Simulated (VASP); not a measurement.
# Hg (P6_3/mmc) in VASP: a series of runs

The runs below take Hg through relaxation of cell and atoms, single point, with RPBE.

Program: VASP 6.6.1. These are calculated values, not measurements. Logs are shortened: lines on timing, memory, paths and dates and some standing lists are left out, and cuts for length are marked.

## 1. The cell of the first run

It takes space group P6_3/mmc (No. 194, hexagonal). The conventional cell has a = 3.195 Å, b = 3.195 Å, c = 10.436 Å, α = 90.00°, β = 90.00°, γ = 120.00°. Within 4.2 Å of Hg (site symmetry -3m) lie 12 Hg at 3.20 Å. Hg (site symmetry -6m2) has 12 Hg at 3.20 Å within 4.2 Å.

## 2. Relaxation of cell and atoms, RPBE

INCAR

```
PREC     = Accurate       # precision mode
ENCUT    = 600            # plane-wave cutoff, eV
EDIFF    = 1E-6           # SCF threshold, eV
ISMEAR   = -1             # smearing method
SIGMA    = 0.1            # smearing width, eV
LREAL    = False          # projectors in reciprocal space
LASPH    = True           # aspherical terms in the spheres
NELM     = 100            # most SCF steps
ALGO     = Normal         # electronic algorithm
ISIF     = 3              # what is computed and relaxed
LWAVE    = False          # write WAVECAR
LCHARG   = False          # write CHGCAR
GGA      = RP             # functional
IBRION   = 2              # ionic algorithm
NSW      = 80             # ionic steps
EDIFFG   = -0.01          # ionic threshold
```

KPOINTS

```
regular mesh
0
Gamma
  11 11 3
```

POSCAR

```
Hg
1.0
    3.1954827370      0.0000000000      0.0000000000
   -1.5977413685      2.7673692276      0.0000000000
    0.0000000000      0.0000000000     10.4364466190
Hg
4
Direct
    0.0000000000      0.0000000000      0.0000000000
    0.0000000000      0.0000000000      0.5000000000
    0.3333333333      0.6666666667      0.2500000000
    0.6666666667      0.3333333333      0.7500000000
```

Potentials or basis: VASP PAW PBE potentials, release 64 (Hg).

Started as:

```sh
$ cat potpaw_PBE.64/Hg/POTCAR > POTCAR
$ mpirun -np 1 vasp_std > vasp.out
```

OUTCAR:

```text
PREC = Accurate
   ENCUT = 600
   EDIFF = 1E-6
   ISMEAR = -1
   LREAL = False
   LASPH = True
   NELM = 100
   ISIF = 3
   GGA = RP
   IBRION = 2
   NSW = 80
   EDIFFG = -0.01

 ion  position               nearest neighbor table
   1  0.000  0.000  0.000-   3 3.20   4 3.20   4 3.20   3 3.20   4 3.20   3 3.20
   2  0.000  0.000  0.500-   3 3.20   4 3.20   4 3.20   3 3.20   4 3.20   3 3.20
   3  0.333  0.667  0.250-   1 3.20   2 3.20   1 3.20   2 3.20   1 3.20   2 3.20
   4  0.667  0.333  0.750-   1 3.20   2 3.20   1 3.20   2 3.20   1 3.20   2 3.20

  LATTYP: Found a hexagonal cell.
 ALAT       =     3.1954827370
 C/A-ratio  =     3.2660000000

  Lattice vectors:

 A1 = (   3.1954827370,   0.0000000000,   0.0000000000)
 A2 = (  -1.5977413685,   2.7673692276,   0.0000000000)
 A3 = (   0.0000000000,   0.0000000000,  10.4364466190)

Analysis of symmetry for initial positions (statically):
=====================================================================
 Subroutine PRICEL returns:
 Original cell was already a primitive cell.

 Routine SETGRP: Setting up the symmetry group for a
 hexagonal supercell.

 Subroutine GETGRP returns: Found 24 space group operations
 (whereof 12 operations were pure point group operations)
 out of a pool of 24 trial point group operations.

The static configuration has the point symmetry D_3d.
 The point group associated with its full space group is D_6h.

Analysis of symmetry for dynamics (positions and initial velocities):
=====================================================================
 Subroutine PRICEL returns:
 Original cell was already a primitive cell.

 Routine SETGRP: Setting up the symmetry group for a
 hexagonal supercell.

 Subroutine GETGRP returns: Found 24 space group operations
 (whereof 12 operations were pure point group operations)
 out of a pool of 24 trial point group operations.

The dynamic configuration has the point symmetry D_3d.
 The point group associated with its full space group is D_6h.

 Subroutine INISYM returns: Found 24 space group operations
 (whereof 12 operations are pure point group operations),
 and found     1 'primitive' translations

----------------------------------------------------------------------------------------

                                     Primitive cell

  volume of cell :      92.2903

  direct lattice vectors                    reciprocal lattice vectors
     3.195482737  0.000000000  0.000000000     0.312941763  0.180677011  0.000000000
    -1.597741368  2.767369228  0.000000000     0.000000000  0.361354022  0.000000000
     0.000000000  0.000000000 10.436446619     0.000000000  0.000000000  0.095818053

  length of vectors
     3.195482737  3.195482737 10.436446619     0.361354022  0.361354022  0.095818053

  position of ions in fractional coordinates (direct lattice)
     0.000000000  0.000000000  0.000000000
     0.000000000  0.000000000  0.500000000
     0.333333333  0.666666667  0.250000000
     0.666666667  0.333333333  0.750000000

  ion indices of the primitive-cell ions
   primitive index   ion index
                 1           1
                 2           2
                 3           3
                 4           4

----------------------------------------------------------------------------------------

 KPOINTS: regular mesh

Automatic generation of k-mesh.
 Grid dimensions read from file:
 generate k-points for:   11   11    3

 Generating k-lattice:

  Cartesian coordinates                     Fractional coordinates (reciprocal lattice)
     0.028449251  0.016425183  0.000000000     0.090909091 -0.000000000  0.000000000
     0.000000000  0.032850366  0.000000000     0.000000000  0.090909091  0.000000000
     0.000000000  0.000000000  0.031939351     0.000000000  0.000000000  0.333333333

  Length of vectors
     0.032850366  0.032850366  0.031939351

  Shift w.r.t. Gamma in fractional coordinates (k-lattice)
     0.000000000  0.000000000  0.000000000

 Subroutine IBZKPT returns following result:
 ===========================================

 Found     32 irreducible k-points:

 Following reciprocal coordinates:
            Coordinates               Weight
  0.000000  0.000000  0.000000      1.000000
  0.090909  0.000000  0.000000      6.000000
  0.181818  0.000000  0.000000      6.000000
  0.272727 -0.000000  0.000000      6.000000
  0.363636  0.000000  0.000000      6.000000
  0.454545  0.000000  0.000000      6.000000
[... 16 lines left out ...]
  0.090909  0.090909  0.333333     12.000000
  0.181818  0.090909  0.333333     24.000000
 [... further k-points ...]
   k-points           NKPTS =     32   k-points in BZ     NKDIM =     32   number of bands    NBANDS=     28
   number of dos      NEDOS =    301   number of ions     NIONS =      4
   total plane-waves  NPLWV =  65856
   dimension x,y,z NGX =    28 NGY =   28 NGZ =   84
   dimension x,y,z NGXF=    56 NGYF=   56 NGZF=  168
   ions per type =               4
   NGX,Y,Z   is equivalent  to a cutoff of  14.57, 14.57, 13.38 a.u.
   NGXF,Y,Z  is equivalent  to a cutoff of  29.13, 29.13, 26.76 a.u.
 SYSTEM =  unknown system
   PREC   = accura    normal or accurate (medium, high low for compatibility)
   ISTART =      0    job   : 0-new  1-cont  2-samecut
   ICHARG =      2    charge: 1-file 2-atom 10-const
   ISPIN  =      1    spin polarized calculation?
   LNONCOLLINEAR =      F non collinear calculations
   LSORBIT =      F    spin-orbit coupling
   LASPH  =      T    aspherical Exc in radial PAW
   ENCUT  =  600.0 eV  44.10 Ry    6.64 a.u.   6.38  6.38 20.84*2*pi/ulx,y,z
   NELM   =    100;   NELMIN=  2; NELMDL= -5     # of ELM steps
   EDIFF  = 0.1E-05   stopping-criterion for ELM
   LREAL  =      F    real-space projection
   EDIFFG = -.1E-01   stopping-criterion for IOM
   NSW    =     80    number of steps for IOM
   IBRION =      2    ionic relax: 0-MD 1-quasi-New 2-CG
   NFREE  =      1    steps in history (QN), initial steepest desc. (CG)
   ISIF   =      3    stress and relaxation
   ISYM   =      2    0-nonsym 1-usesym 2-fastsym
   POTIM  = 0.5000    time-step for ionic-motion
   TEBEG  =    0.0;   TEEND  =   0.0 temperature during run
   PSTRESS=    0.0 pullay stress
   NELECT =      48.0000    total number of electrons
   NUPDOWN=      -1.0000    fix difference up-down
   EMIN   =  10.00;   EMAX   =-10.00  energy-range for DOS
   EFERMI =   0.00;   METHOD = LEGACY
   ISMEAR =    -1;   SIGMA  =   0.10  broadening in eV -4-tet -1-fermi 0-gaus
   EFERMI_NEDOS =   21; number of points for ismear=-14 and -15
   IALGO  =     38    algorithm
   IMIX   =      4    mixing-type and parameters
     AMIX     =   0.40;   BMIX     =  1.00
     AMIX_MAG =   1.60;   BMIX_MAG =  1.00
  volume/ion in A,a.u.               =      23.07       155.70
  Fermi-wavevector in a.u.,A,eV,Ry     =   1.316547  2.487914 23.582938  1.733297
  Thomas-Fermi vector in A             =   2.446652
   LORBIT       =      0    0 simple, 1 ext, 2 COOP (PROOUT), +10 PAW based schemes
   GGA     = RP    functional components
   LHFCALC =     F    Hartree Fock is set to
   AEXX    =    0.0000 exact exchange contribution
   IVDW    =     0    specifies the selected vdW correction
   LEPSILON=     F    determine dielectric tensor
   LRPA    =     F    only Hartree local field effects (RPA)
 conjugate gradient relaxation of ions
 non-spin polarized calculation
  energy-cutoff  :      600.00
  volume of cell :       92.29
 maximum number of plane-waves:      3101
 NGX is ok and might be reduce to    28
   NGX = 13   NGY = 13   NGZ = 41

--------------------------------------- Ionic step        1  -------------------------------------------

 number of electron      47.9999997 magnetization

 Free energy of the ion-electron system (eV)
  ---------------------------------------------------
  ext. energy  EPLUGINS =         0.00000000
  ---------------------------------------------------
  free energy    TOTEN  =         1.53415012 eV

  energy without entropy =        1.56935880  energy(sigma->0) =        1.55175446

 E-fermi :   2.9506     XC(G=0): -10.8666

 val. band max:        2.9182999259   @ k =   0.3636   0.0909   0.0000
 cond. band min:       3.0105936787   @ k =   0.3636   0.0000   0.0000
 fundamental gap:      0.0922937528
 Fermi energy:         2.9505591510

 k-point     1 :       0.0000    0.0000    0.0000
  band No.  band energies     occupation
      1      -6.1398      2.00000
      2      -5.0849      2.00000
      3      -5.0571      2.00000
      4      -5.0424      2.00000
      5      -4.0655      2.00000
      6      -4.0655      2.00000
[... 733 lines left out ...]
     27       9.2931      0.00000
     28       9.9580      0.00000

 [... further k-points ...]

------------------------ aborting loop because EDIFF is reached ----------------------------------------

  FORCE on cell =-STRESS in cart. coord.  units (eV):
  Direction    XX          YY          ZZ          XY          YZ          ZX
  --------------------------------------------------------------------------------------
  -------------------------------------------------------------------------------------
  Total        5.1708971      5.1708971      5.5027685      0.0000000      0.0000000      0.0000000
  in kB       89.7677290     89.7677290     95.5290779      0.0000000      0.0000000      0.0000000
  external PRESSURE =      91.6881787 kB  Pullay stress =       0.0000000 kB
[... 63 lines left out ...]
--------------------------------------- Ionic step        3  -------------------------------------------

 number of electron      48.0000006 magnetization

 E-fermi :   0.4806     XC(G=0):  -9.0011

 val. band max:        0.1293401383   @ k =   0.2727   0.1818   0.0000
 cond. band min:       0.5017655480   @ k =   0.0000   0.0000   0.0000
 fundamental gap:      0.3724254097
 Fermi energy:         0.4805953671

 k-point     1 :       0.0000    0.0000    0.0000
  band No.  band energies     occupation
      1      -5.9593      2.00000
      2      -5.8256      2.00000
      3      -5.6738      2.00000
      4      -5.6710      2.00000
      5      -5.4176      2.00000
      6      -5.4018      2.00000
[... 733 lines left out ...]
     27       5.9858      0.00000
     28       6.5221      0.00000

 [... further k-points ...]

------------------------ aborting loop because EDIFF is reached ----------------------------------------

  FORCE on cell =-STRESS in cart. coord.  units (eV):
  Direction    XX          YY          ZZ          XY          YZ          ZX
  --------------------------------------------------------------------------------------
  -------------------------------------------------------------------------------------
  Total        1.6143460      1.6143460      1.3498843      0.0000000      0.0000000      0.0000000
  in kB       20.1050580     20.1050580     16.8114535      0.0000000      0.0000000      0.0000000
  external PRESSURE =      19.0071898 kB  Pullay stress =       0.0000000 kB
[... 19 lines left out ...]
  FREE ENERGIE OF THE ION-ELECTRON SYSTEM (eV)
  ---------------------------------------------------
  free  energy   TOTEN  =         0.6015747505 eV

  energy  without entropy=        0.6066137280  energy(sigma->0) =        0.60409424

[... ionic steps 4 to 11 ...]

--------------------------------------- Ionic step       12  -------------------------------------------

 number of electron      48.0000013 magnetization

------------------------ aborting loop because EDIFF is reached ----------------------------------------
[... 71 lines left out ...]
--------------------------------------- Ionic step       14  -------------------------------------------

 number of electron      47.9999982 magnetization

 Free energy of the ion-electron system (eV)
  ---------------------------------------------------
  ext. energy  EPLUGINS =         0.00000000
  ---------------------------------------------------
  free energy    TOTEN  =         0.12186299 eV

  energy without entropy =        0.12186300  energy(sigma->0) =        0.12186299

 E-fermi :  -2.4396     XC(G=0):  -4.8645

 val. band max:       -4.5643096256   @ k =   0.2727   0.1818   0.0000
 cond. band min:      -0.5731962051   @ k =   0.0000   0.0000   0.0000
 fundamental gap:      3.9911134205
 Fermi energy:        -2.4395718350

 k-point     1 :       0.0000    0.0000    0.0000
  band No.  band energies     occupation
      1      -7.9783      2.00000
      2      -7.9770      2.00000
      3      -7.9768      2.00000
      4      -7.9767      2.00000
      5      -7.9762      2.00000
      6      -7.9762      2.00000
[... 733 lines left out ...]
     27       0.9677      0.00000
     28       1.2377      0.00000

 [... further k-points ...]

------------------------ aborting loop because EDIFF is reached ----------------------------------------

  FORCE on cell =-STRESS in cart. coord.  units (eV):
  Direction    XX          YY          ZZ          XY          YZ          ZX
  --------------------------------------------------------------------------------------
  -------------------------------------------------------------------------------------
  Total        0.0020716      0.0020716      0.0010091      0.0000000     -0.0000000      0.0000000
  in kB        0.0095118      0.0095118      0.0046336      0.0000000     -0.0000000      0.0000000
  external PRESSURE =       0.0078857 kB  Pullay stress =       0.0000000 kB
[... 19 lines left out ...]
  FREE ENERGIE OF THE ION-ELECTRON SYSTEM (eV)
  ---------------------------------------------------
  free  energy   TOTEN  =         0.1218629913 eV

  energy  without entropy=        0.1218629959  energy(sigma->0) =        0.12186299

 reached required accuracy - stopping structural energy minimisation
```

Run time: 27 min. Hardware: 1 thread of Intel Xeon 8259CL, shared host; peak memory 0.29 GiB.

Results:

```yaml
Free_energy: 0.1219 eV
Relaxed_volume: 87.23 Å³/atom
Relaxed_cell: a = 4.977 Å, b = 4.977 Å, c = 16.266 Å, α = 90.00°, β = 90.00°, γ = 120.00°
Space_group_after_relaxing_to_0.1_Å: P6_3/mmc (No. 194)
Energy_gained_by_relaxing: 353.1 meV/atom
Ionic_steps: 14
Pressure_after_relaxing: 0.0 GPa
Band_gap_on_the_k_mesh: 3.99 eV (least direct gap 4.10 eV)
```

Step by step:
```
step  energy change (eV)  largest force (eV/Å)  pressure (GPa)  volume (Å³)
   1              0.0000                0.0000            9.17        92.29
   2             -0.6506                0.0000            3.48       111.07
   3             -0.9326                0.0000            1.90       128.65
   4             -1.2312                0.0000            0.73       169.17
   5             -1.3616                0.0000            0.06       274.03
   6             -1.3711                0.0000            0.11       291.84
   7             -1.4032                0.0000            0.12       329.74
   8             -1.1581                0.0000           -1.50       415.10
   9             -1.4077                0.0000            0.09       336.63
  10             -1.4080                0.0000           -0.10       357.13
  11             -1.4107                0.0000            0.02       345.46
  12             -1.4113                0.0000            0.03       345.59
  13             -1.4120                0.0000            0.03       345.90
  14             -1.4123                0.0000            0.00       348.94
```

Final structure:
```xyz
4
Lattice="4.9770 0.0000 0.0000 -2.4885 4.3102 0.0000 0.0000 0.0000 16.2663" Properties=species:S:1:pos:R:3 pbc="T T T"
Hg    0.0000    0.0000    0.0000
Hg    0.0000    0.0000    8.1331
Hg    0.0000    2.8734    4.0666
Hg    2.4885    1.4367   12.1997
```

Levels at points of the mesh, in eV from the valence-band top:
| k point | band 21 | band 22 | band 23 | band 24 | band 25 | band 26 | band 27 | band 28 |
| --- | --- | --- | --- | --- | --- | --- | --- | --- |
| (0.00, 0.00, 0.00) | -1.14 | -0.78 | -0.78 | -0.29 | 3.99 | 5.50 | 5.50 | 7.60 |

Caveat: the volume moved by over 15 % at a fixed basis, so the end points are rough; the PAW data sets were made with another functional, which shifts forces and pressure a little; spin-orbit coupling is left out, which moves the levels of the heavy elements; an odd mesh through Γ misses points on the zone boundary, where band edges can lie.

(Part 1 of 2 ends here.)
